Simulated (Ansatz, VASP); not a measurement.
Si3N4: VASP beside Ansatz

```xyz
14
Lattice="7.6322 0.0000 0.0000 -3.8161 6.6097 0.0000 0.0000 0.0000 2.9191" Properties=species:S:1:pos:R:3 pbc="T T T"
Si   -1.4318    5.0604    0.7298
Si    2.5339    1.2902    2.1893
Si    0.1496    2.8395    0.7298
Si    5.2479    1.5493    2.1893
Si    1.2822    5.3195    0.7298
Si    3.6665    3.7702    2.1893
N     0.0000    4.4065    0.7298
N     3.8161    2.2032    2.1893
N     2.4522    0.2393    0.7298
N     1.0189    2.2433    2.1893
N     6.1989    2.0041    0.7298
N     1.3639    6.3704    2.1893
N     2.7972    4.3664    0.7298
N    -2.3828    4.6056    2.1893
```

Alike in both runs: task relaxation of the atoms; functional PBE; k mesh 4 × 4 × 9; occupations fermi-dirac, width 0.02 eV; no spin polarisation.

```csv
,VASP,Ansatz
version,VASP 6.6.1,Ansatz 0.2.0
potentials or method,"VASP PAW PBE potentials, release 64 (Si, N)","plane-wave PAW, scalar-relativistic"
plane-wave cutoff (eV),520,420
valence electrons in the cell,64,64
```

|  | VASP | Ansatz | Ansatz less VASP |
| --- | --- | --- | --- |
| gap on the k mesh at the Fermi level, each at its own relaxed structure (eV) | 4.29 | 4.30 | +0.011 |

Ansatz's warnings: stress scf threshold loose.
